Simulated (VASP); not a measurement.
# CaYb2O3 (P-3m1) in VASP: single point with PBE

Aim: the single point of CaYb2O3 with PBE.

All numbers are computed with VASP 6.6.1; they aren't measurements. Logs are shortened: lines on timing, memory, paths and dates and some standing lists are left out, and cuts for length are marked.

## Step 1: The cell of the first run

Symmetry: P-3m1, No. 164, trigonal system. The conventional cell has a = 3.521 Å, b = 3.521 Å, c = 8.635 Å, α = 90.00°, β = 90.00°, γ = 120.00°. Ca (site symmetry -3m) has 6 O at 2.51 Å within 3.3 Å. Yb (site symmetry 3m) has 6 O at 2.47 to 2.49 Å within 3.3 Å. Within 3.3 Å of O (site symmetry 3m) lie 3 Yb at 2.47 Å and 3 Ca at 2.51 Å. Within 3.3 Å of O (site symmetry -3m) lie 6 Yb at 2.49 Å.

## Step 2: Single point, PBE (15.45 Å³/atom)

The input, INCAR:

```
SYSTEM = CaYb2O3
PREC = Accurate
ENCUT = 520
EDIFF = 1E-6
ISMEAR = 0
SIGMA = 0.1
LREAL = .False.
LASPH = .True.
NELM = 80
ALGO = Normal
ISIF = 2
LWAVE = .False.
LCHARG = .False.
GGA = PE
NBANDS = 47
```

The input, KPOINTS:

```
regular mesh
0
Gamma
  12 12 4
  0 0 0
```

The input, POSCAR:

```
CaYb2O3
1.0
    3.5205075123      0.0000000000      0.0000000000
   -1.7602537561      3.0488489399      0.0000000000
    0.0000000000      0.0000000000      8.6345821828
Ca Yb O
1 2 3
Direct
    0.0000000000      0.0000000000      0.0000000000
    0.6666666667      0.3333333333      0.6668377263
    0.3333333333      0.6666666667      0.3331622737
    0.3333333333      0.6666666667      0.8300016344
    0.6666666667      0.3333333333      0.1699983656
    0.0000000000      0.0000000000      0.5000000000
```

Potentials or basis: VASP PAW PBE potentials, release 64 (Ca_sv, Yb, O).

Run with:

```console
$ cat potpaw_PBE.64/Ca_sv/POTCAR potpaw_PBE.64/Yb/POTCAR potpaw_PBE.64/O/POTCAR > POTCAR
$ mpirun -np 1 vasp_std > vasp.out
```

OUTCAR:

```text
SYSTEM = CaYb2O3
   PREC = Accurate
   ENCUT = 520
   EDIFF = 1E-6
   ISMEAR = 0
   LREAL = .False.
   LASPH = .True.
   NELM = 80
   ISIF = 2
   GGA = PE

 ion  position               nearest neighbor table
   1  0.000  0.000  0.000-   4 2.51   5 2.51   5 2.51   4 2.51   5 2.51   4 2.51
   2  0.667  0.333  0.667-   4 2.47   4 2.47   4 2.47   6 2.49   6 2.49   6 2.49   3 3.53   3 3.53
                             3 3.53
   3  0.333  0.667  0.333-   5 2.47   5 2.47   5 2.47   6 2.49   6 2.49   6 2.49   2 3.53   2 3.53
                             2 3.53
   4  0.333  0.667  0.830-   2 2.47   2 2.47   2 2.47   1 2.51   1 2.51   1 2.51
   5  0.667  0.333  0.170-   3 2.47   3 2.47   3 2.47   1 2.51   1 2.51   1 2.51
   6  0.000  0.000  0.500-   2 2.49   3 2.49   2 2.49   3 2.49   2 2.49   3 2.49

  LATTYP: Found a hexagonal cell.
 ALAT       =     3.5205075123
 C/A-ratio  =     2.4526526794

  Lattice vectors:

 A1 = (   3.5205075123,   0.0000000000,   0.0000000000)
 A2 = (  -1.7602537561,   3.0488489399,   0.0000000000)
 A3 = (   0.0000000000,   0.0000000000,   8.6345821828)

Analysis of symmetry for initial positions (statically):
=====================================================================
 Subroutine PRICEL returns:
 Original cell was already a primitive cell.

 Routine SETGRP: Setting up the symmetry group for a
 hexagonal supercell.

 Subroutine GETGRP returns: Found 12 space group operations
 (whereof 12 operations were pure point group operations)
 out of a pool of 24 trial point group operations.

The static configuration has the point symmetry D_3d.

Analysis of symmetry for dynamics (positions and initial velocities):
=====================================================================
 Subroutine PRICEL returns:
 Original cell was already a primitive cell.

 Routine SETGRP: Setting up the symmetry group for a
 hexagonal supercell.

 Subroutine GETGRP returns: Found 12 space group operations
 (whereof 12 operations were pure point group operations)
 out of a pool of 24 trial point group operations.

The dynamic configuration has the point symmetry D_3d.

 Subroutine INISYM returns: Found 12 space group operations
 (whereof 12 operations are pure point group operations),
 and found     1 'primitive' translations

----------------------------------------------------------------------------------------

                                     Primitive cell

  volume of cell :      92.6792

  direct lattice vectors                    reciprocal lattice vectors
     3.520507512  0.000000000  0.000000000     0.284049955  0.163996318  0.000000000
    -1.760253756  3.048848940  0.000000000     0.000000000  0.327992636  0.000000000
     0.000000000  0.000000000  8.634582183     0.000000000  0.000000000  0.115813363

  length of vectors
     3.520507512  3.520507512  8.634582183     0.327992636  0.327992636  0.115813363

  position of ions in fractional coordinates (direct lattice)
     0.000000000  0.000000000  0.000000000
     0.666666667  0.333333333  0.666837726
     0.333333333  0.666666667  0.333162274
     0.333333333  0.666666667  0.830001634
     0.666666667  0.333333333  0.169998366
     0.000000000  0.000000000  0.500000000

  ion indices of the primitive-cell ions
   primitive index   ion index
                 1           1
                 2           2
                 3           3
                 4           4
                 5           5
                 6           6

----------------------------------------------------------------------------------------

 KPOINTS: regular mesh

Automatic generation of k-mesh.
 Grid dimensions read from file:
 generate k-points for:   12   12    4

 Generating k-lattice:

  Cartesian coordinates                     Fractional coordinates (reciprocal lattice)
     0.023670830  0.013666360  0.000000000     0.083333333  0.000000000  0.000000000
     0.000000000  0.027332720  0.000000000     0.000000000  0.083333333  0.000000000
     0.000000000  0.000000000  0.028953341     0.000000000  0.000000000  0.250000000

  Length of vectors
     0.027332720  0.027332720  0.028953341

  Shift w.r.t. Gamma in fractional coordinates (k-lattice)
     0.000000000  0.000000000  0.000000000

 Subroutine IBZKPT returns following result:
 ===========================================

 Found     69 irreducible k-points:

 Following reciprocal coordinates:
            Coordinates               Weight
  0.000000  0.000000  0.000000      1.000000
  0.083333  0.000000  0.000000      6.000000
  0.166667  0.000000  0.000000      6.000000
  0.250000  0.000000  0.000000      6.000000
  0.333333  0.000000  0.000000      6.000000
  0.416667 -0.000000  0.000000      6.000000
[... 16 lines left out ...]
  0.166667  0.000000  0.250000      6.000000
  0.000000  0.166667  0.250000      6.000000
 [... further k-points ...]
   k-points           NKPTS =     69   k-points in BZ     NKDIM =     69   number of bands    NBANDS=     47
   number of dos      NEDOS =    301   number of ions     NIONS =      6
   total plane-waves  NPLWV =  50176
   dimension x,y,z NGX =    28 NGY =   28 NGZ =   64
   dimension x,y,z NGXF=    56 NGYF=   56 NGZF=  128
   ions per type =               1   2   3
   NGX,Y,Z   is equivalent  to a cutoff of  13.22, 13.22, 12.32 a.u.
   NGXF,Y,Z  is equivalent  to a cutoff of  26.44, 26.44, 24.64 a.u.
 SYSTEM =  CaYb2O3
   PREC   = accura    normal or accurate (medium, high low for compatibility)
   ISTART =      0    job   : 0-new  1-cont  2-samecut
   ICHARG =      2    charge: 1-file 2-atom 10-const
   ISPIN  =      1    spin polarized calculation?
   LNONCOLLINEAR =      F non collinear calculations
   LSORBIT =      F    spin-orbit coupling
   LASPH  =      T    aspherical Exc in radial PAW
   ENCUT  =  520.0 eV  38.22 Ry    6.18 a.u.   6.55  6.55 16.05*2*pi/ulx,y,z
   NELM   =     80;   NELMIN=  2; NELMDL= -5     # of ELM steps
   EDIFF  = 0.1E-05   stopping-criterion for ELM
   LREAL  =      F    real-space projection
   EDIFFG = 0.1E-04   stopping-criterion for IOM
   NSW    =      0    number of steps for IOM
   IBRION =     -1    ionic relax: 0-MD 1-quasi-New 2-CG
   NFREE  =      0    steps in history (QN), initial steepest desc. (CG)
   ISIF   =      2    stress and relaxation
   ISYM   =      2    0-nonsym 1-usesym 2-fastsym
   POTIM  = 0.5000    time-step for ionic-motion
   TEBEG  =    0.0;   TEEND  =   0.0 temperature during run
   PSTRESS=    0.0 pullay stress
   NELECT =      76.0000    total number of electrons
   NUPDOWN=      -1.0000    fix difference up-down
   EMIN   =  10.00;   EMAX   =-10.00  energy-range for DOS
   EFERMI =   0.00;   METHOD = LEGACY
   ISMEAR =     0;   SIGMA  =   0.10  broadening in eV -4-tet -1-fermi 0-gaus
   EFERMI_NEDOS =   21; number of points for ismear=-14 and -15
   IALGO  =     38    algorithm
   IMIX   =      4    mixing-type and parameters
     AMIX     =   0.40;   BMIX     =  1.00
     AMIX_MAG =   1.60;   BMIX_MAG =  1.00
  volume/ion in A,a.u.               =      15.45       104.24
  Fermi-wavevector in a.u.,A,eV,Ry     =   1.532328  2.895681 31.946893  2.348030
  Thomas-Fermi vector in A             =   2.639550
   LORBIT       =      0    0 simple, 1 ext, 2 COOP (PROOUT), +10 PAW based schemes
   GGA     = PE    functional components
   LHFCALC =     F    Hartree Fock is set to
   AEXX    =    0.0000 exact exchange contribution
   IVDW    =     0    specifies the selected vdW correction
   LEPSILON=     F    determine dielectric tensor
   LRPA    =     F    only Hartree local field effects (RPA)
 non-spin polarized calculation
 Gauss-broadening in eV      SIGMA  =   0.10
  energy-cutoff  :      520.00
  volume of cell :       92.68
 maximum number of plane-waves:      2553
 NGX is ok and might be reduce to    28
   NGX = 13   NGY = 13   NGZ = 33

 number of electron      75.9999991 magnetization

 Free energy of the ion-electron system (eV)
  ---------------------------------------------------
  ext. energy  EPLUGINS =         0.00000000
  ---------------------------------------------------
  free energy    TOTEN  =       -40.98771720 eV

  energy without entropy =      -40.97024470  energy(sigma->0) =      -40.97898095

 E-fermi :   4.6096     XC(G=0): -10.9162

 val. band max:        4.5649951612   @ k =   0.4167  -0.0000   0.0000
 cond. band min:       4.6230235485   @ k =   0.5000   0.0000   0.2500
 fundamental gap:      0.0580283873
 Fermi energy:         4.6095839750

 k-point     1 :       0.0000    0.0000    0.0000
  band No.  band energies     occupation
      1     -47.0625      2.00000
      2     -47.0441      2.00000
      3     -36.9517      2.00000
      4     -19.9403      2.00000
      5     -19.5435      2.00000
      6     -19.2734      2.00000
[... 39 lines left out ...]
     46       7.7701      0.00000
     47       8.5521      0.00000

 k-point     2 :       0.0833    0.0000    0.0000
  band No.  band energies     occupation
      1     -47.0605      2.00000
      2     -47.0427      2.00000
      3     -36.9489      2.00000
      4     -19.9217      2.00000
      5     -19.5451      2.00000
      6     -19.3073      2.00000
[... 39 lines left out ...]
     46       7.7248      0.00000
     47       8.5700      0.00000

 k-point     3 :       0.1667    0.0000    0.0000
  band No.  band energies     occupation
      1     -47.0552      2.00000
      2     -47.0390      2.00000
      3     -36.9414      2.00000
      4     -19.8720      2.00000
      5     -19.5698      2.00000
      6     -19.4236      2.00000
[... 39 lines left out ...]
     46       7.7726      0.00000
     47       8.7126      0.00000

 k-point     4 :       0.2500    0.0000    0.0000
  band No.  band energies     occupation
      1     -47.0477      2.00000
      2     -47.0341      2.00000
      3     -36.9310      2.00000
      4     -19.8224      2.00000
      5     -19.6538      2.00000
      6     -19.5588      2.00000
[... 939 lines left out ...]
     46       8.2079      0.00000
     47       8.3779      0.00000

 k-point    23 :       0.1667    0.0000    0.2500
  band No.  band energies     occupation
      1     -47.0552      2.00000
      2     -47.0390      2.00000
      3     -36.9414      2.00000
      4     -19.8803      2.00000
      5     -19.5599      2.00000
      6     -19.4224      2.00000
[... 39 lines left out ...]
     46       8.2052      0.00000
     47       8.3073      0.00000

 k-point    24 :       0.0000    0.1667    0.2500
  band No.  band energies     occupation
      1     -47.0552      2.00000
      2     -47.0390      2.00000
      3     -36.9414      2.00000
      4     -19.8806      2.00000
      5     -19.5494      2.00000
      6     -19.4328      2.00000
[... 39 lines left out ...]
     46       7.9087      0.00000
     47       8.9148      0.00000

 [... further k-points ...]
[... 5 lines left out ...]
  --------------------------------------------------------------------------------------
  -------------------------------------------------------------------------------------
  Total       -4.9804759     -4.9804759     -4.9630324     -0.0000000      0.0000000      0.0000000
  in kB      -86.0991594    -86.0991594    -85.7976084     -0.0000000      0.0000000      0.0000000
  external PRESSURE =     -85.9986424 kB  Pullay stress =       0.0000000 kB

 VOLUME and BASIS-vectors are now :
 -----------------------------------------------------------------------------
  energy-cutoff  :      520.00
  volume of cell :       92.68
      direct lattice vectors                 reciprocal lattice vectors
     3.520507512  0.000000000  0.000000000     0.284049955  0.163996318  0.000000000
    -1.760253756  3.048848940  0.000000000     0.000000000  0.327992636  0.000000000
     0.000000000  0.000000000  8.634582183     0.000000000  0.000000000  0.115813363

 POSITION                                       TOTAL-FORCE (eV/Angst)
 -----------------------------------------------------------------------------------
      0.00000      0.00000      0.00000        -0.000000      0.000000      0.000000
      1.76025      1.01628      5.75787        -0.000000      0.000000     -0.009350
     -0.00000      2.03257      2.87672        -0.000000     -0.000000      0.009350
     -0.00000      2.03257      7.16672         0.000000      0.000000     -0.034051
      1.76025      1.01628      1.46786         0.000000     -0.000000      0.034051
      0.00000      0.00000      4.31729        -0.000000      0.000000      0.000000
 -----------------------------------------------------------------------------------
    total drift:                               -0.000000      0.000000      0.000000

  FREE ENERGIE OF THE ION-ELECTRON SYSTEM (eV)
  ---------------------------------------------------
  free  energy   TOTEN  =       -40.9877171959 eV

  energy  without entropy=      -40.9702446963  energy(sigma->0) =      -40.97898095
```

Wall time 15 min (1 thread of Intel Xeon Platinum 8559C (Emerald Rapids), shared host); peak memory 0.42 GiB.

Results:

* Free energy: -40.9877 eV
* Pressure: -8.6 GPa
* Largest force: 0.034 eV/Å
* Band gap on the k mesh: zero (bands 38 and 39 overlap by 0.05 eV)

Forces in eV/Å, atoms in the order of the input:
```
Ca   0.000  0.000  0.000
Yb   0.000  0.000 -0.009
Yb   0.000  0.000  0.009
O    0.000  0.000 -0.034
O    0.000  0.000  0.034
O    0.000  0.000  0.000
```

Caveat: the cell stands under tension; spin-orbit coupling is left out, which moves the levels of the heavy elements. Spin polarisation is off, so any magnetic state and its effect on volume and gap are missing.

The gap in the log of VASP goes by the Fermi energy; the results here count the filled bands.